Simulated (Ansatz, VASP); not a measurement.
# Pt in VASP and in Ansatz

```
CELL_PARAMETERS angstrom
-1.56000 1.56000 1.56000
1.56000 -1.56000 1.56000
1.56000 1.56000 -1.56000
ATOMIC_POSITIONS crystal
Pt 0.00000 0.00000 0.00000
```

Alike in both runs: task single point; functional PBEsol; k mesh 7 × 7 × 7; no spin polarisation.

|  | VASP | Ansatz |
| --- | --- | --- |
| version | VASP 6.6.1 | Ansatz 0.2.0 |
| potentials or method | VASP PAW PBE potentials, release 64 (Pt), cutoff 500 eV | plane waves, PAW |
| occupations | fermi-dirac, width 0.1 eV | fermi-dirac |
| valence electrons in the cell | 10 | 18 |

|  | VASP | Ansatz | Ansatz less VASP |
| --- | --- | --- | --- |
| pressure (GPa) | -0.7 | -0.4 | +0.38 |

VASP's potentials were made for PBE, not for PBEsol. VASP's potentials hold 10 valence electrons a cell and Ansatz's 18, so a difference there can come from the potentials and not from the codes.

The k mesh is coarse, so the values compare programs but aren't converged. Neither program's run includes spin-orbit coupling.
